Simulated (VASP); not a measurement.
Here is a VASP 6.6.1 calculation.

The input INCAR:

```
PREC = Accurate ; ENCUT = 520
EDIFF = 1E-6 ; ISMEAR = 0
SIGMA = 0.1 ; LREAL = False
LASPH = True ; NELM = 100
ALGO = Normal ; ISIF = 2
LWAVE = False ; LCHARG = False
GGA = PE ; NBANDS = 26
```

Contents of KPOINTS:

```
regular mesh
0
Gamma
  6 6 6
```

Contents of POSCAR:

```
BeAu2S2
1.0
   -1.8599643169      1.8599643169      7.6290872034
    1.8599643169     -1.8599643169      7.6290872034
    1.8599643169      1.8599643169     -7.6290872034
Be S Au
1 2 2
Direct
    0.0000000000      0.0000000000      0.0000000000
    0.1251517355      0.1251517355      0.0000000000
    0.8748482645      0.8748482645      0.0000000000
    0.3959244402      0.3959244402      0.0000000000
    0.6040755598      0.6040755598      0.0000000000
```

Potentials or basis: VASP PAW PBE potentials, release 64 (Be, S, Au).

Run with:

```sh
$ cat potpaw_PBE.64/Be/POTCAR potpaw_PBE.64/S/POTCAR potpaw_PBE.64/Au/POTCAR > POTCAR
$ mpirun -np 1 vasp_std > vasp.out
```

(1) Estimate the band gap on the k mesh.

(2) Predict the largest force.

Answers

(1) zero (bands 18 and 19 overlap by 2.71 eV).

(2) 0.022 eV/Å.

Caveat: spin-orbit coupling is left out, which moves the levels of the heavy elements.
